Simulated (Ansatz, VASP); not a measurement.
Given: the input of a run of Ansatz 0.2.0 on Al.

Contents of input.yaml:

```yaml
crystal:
  lattice:
    - [0.0, 1.9974394157, 1.9974394157]
    - [1.9974394157, 0.0, 1.9974394157]
    - [1.9974394157, 1.9974394157, 0.0]
  atoms:
    - { symbol: Al, position: [0.0, 0.0, 0.0] }
hamiltonian:
  xc: { exchange: pbe, correlation: pbe, exx: { coeff: 0.25, omega: 0.3 } }
  pseudopotentials: { kind: paw }
kpoints:
  mp_grid: { grid: [6, 6, 6] }
scf:
  occupations: { method: fermi_dirac, width: 0.05 }
output:
  forces: true
  stress: true
  eigenvalues: true
```

Potentials or basis: Ansatz PAW.

Launch:

```sh
$ ansatz run input.yaml --threads 2 --pin off --max-ram 5632MiB --backend cpu --events-out ev --progress --plain --runs-dir out
```

Q: Translate it to VASP 6.6.1. Potentials there: VASP PAW PBE potentials, release 64 (Al).

A: As run (the cutoff follows the program's own potentials):

POSCAR

```
Al
1.0
    0.0000000000      1.9974394157      1.9974394157
    1.9974394157      0.0000000000      1.9974394157
    1.9974394157      1.9974394157      0.0000000000
Al
1
Direct
    0.0000000000      0.0000000000      0.0000000000
```

The input INCAR.step1:

```
SYSTEM = Al
ALGO     = Normal         ! electronic algorithm
EDIFF    = 1E-5           ! SCF threshold, eV
ENCUT    = 520            ! plane-wave cutoff, eV
GGA      = PE             ! functional
ISIF     = 2              ! what is computed and relaxed
ISMEAR   = -1             ! smearing method
LASPH    = .TRUE.         ! aspherical terms in the spheres
LCHARG   = .FALSE.        ! write CHGCAR
LREAL    = .FALSE.        ! projectors in reciprocal space
LWAVE    = .TRUE.         ! write WAVECAR
NBANDS   = 8              ! bands
NELM     = 80             ! most SCF steps
PREC     = Accurate       ! precision mode
SIGMA    = 0.05           ! smearing width, eV
```

INCAR.step2

```
SYSTEM = Al
AEXX     = 0.25           ! exact-exchange fraction
ALGO     = Normal         ! electronic algorithm
EDIFF    = 1E-7           ! SCF threshold, eV
ENCUT    = 520            ! plane-wave cutoff, eV
GGA      = PE             ! functional
HFSCREEN = 0.3            ! screening, 1/A
ISIF     = 2              ! what is computed and relaxed
ISMEAR   = -1             ! smearing method
ISTART   = 1            
LASPH    = .TRUE.         ! aspherical terms in the spheres
LCHARG   = .FALSE.        ! write CHGCAR
LHFCALC  = .TRUE.         ! exact exchange
LREAL    = .FALSE.        ! projectors in reciprocal space
LWAVE    = .FALSE.        ! write WAVECAR
NBANDS   = 8              ! bands
NELM     = 80             ! most SCF steps
PREC     = Accurate       ! precision mode
PRECFOCK = Normal       
SIGMA    = 0.05           ! smearing width, eV
```

Contents of KPOINTS:

```
k-points
0
G
  6 6 6
  0 0 0
```

Potentials or basis: VASP PAW PBE potentials, release 64 (Al).

Command:

```bash
$ cat potpaw_PBE.64/Al/POTCAR > POTCAR
$ cp INCAR.step1 INCAR
$ mpirun -np 1 vasp_std > vasp.out
$ cp INCAR.step2 INCAR
$ mpirun -np 1 vasp_std > vasp.out
```

Both were run:

|  | VASP | Ansatz | Ansatz less VASP |
| --- | --- | --- | --- |
| gap on the k mesh at the Fermi level (eV) | none | none | - |
| pressure (GPa) | 2.6 | 2.6 | -0.08 |

VASP's potentials were made for PBE, not for PBE-based screened hybrid. A gap of «none» marks a metal or a gap that the smearing closes. The functional is the same, so the differences come from potentials, cutoffs and numerics.

The k mesh is coarse, so the values compare programs but aren't converged.
